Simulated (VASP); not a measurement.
CuI (Marshite): single point with r2SCAN

The system is CuI (Marshite).

```xyz
2
Lattice="0.0000 2.9503 2.9503 2.9503 0.0000 2.9503 2.9503 2.9503 0.0000" Properties=species:S:1:pos:R:3 pbc="T T T"
Cu    1.4751    1.4751    1.4751
I     0.0000    0.0000    0.0000
```

This cell differs from its parent crystal: volume scaled by 0.94.

```yaml
Program: VASP 6.6.1
Task: single point
Functional: r2SCAN
Potentials_or_basis: VASP PAW PBE potentials, release 64 (Cu, I)
Cutoff: 520 eV
k_mesh: 8 × 8 × 8
Occupations: gaussian, width 0.02 eV
Spin: no spin polarisation
```

```
Pressure               : 3.1 GPa
Band gap on the k mesh : 1.87 eV, direct
```

Levels at points of the mesh, in eV from the valence-band top:
```
           k point  band 6  band 7  band 8  band 9  band 10  band 11  band 12  band 13
(0.00, 0.00, 0.00)   -2.20    0.00    0.00    0.00     1.87     5.14     5.14     5.14
(0.50, 0.00, 0.00)   -2.17   -2.13   -0.86   -0.86     2.62     5.68     5.68     7.85
(0.50, 0.50, 0.00)   -2.11   -2.10   -1.81   -1.81     2.78     3.12    10.44    10.85
```

It took 67 s on 1 thread of Intel(R) Xeon(R) Platinum 8375C CPU @ 2.90GHz (Ice Lake) (shared host), peak memory 0.19 GiB.

Caveat: the PAW data sets were made with another functional, which shifts forces and pressure a little; spin-orbit coupling is left out, which moves the levels of the heavy elements.
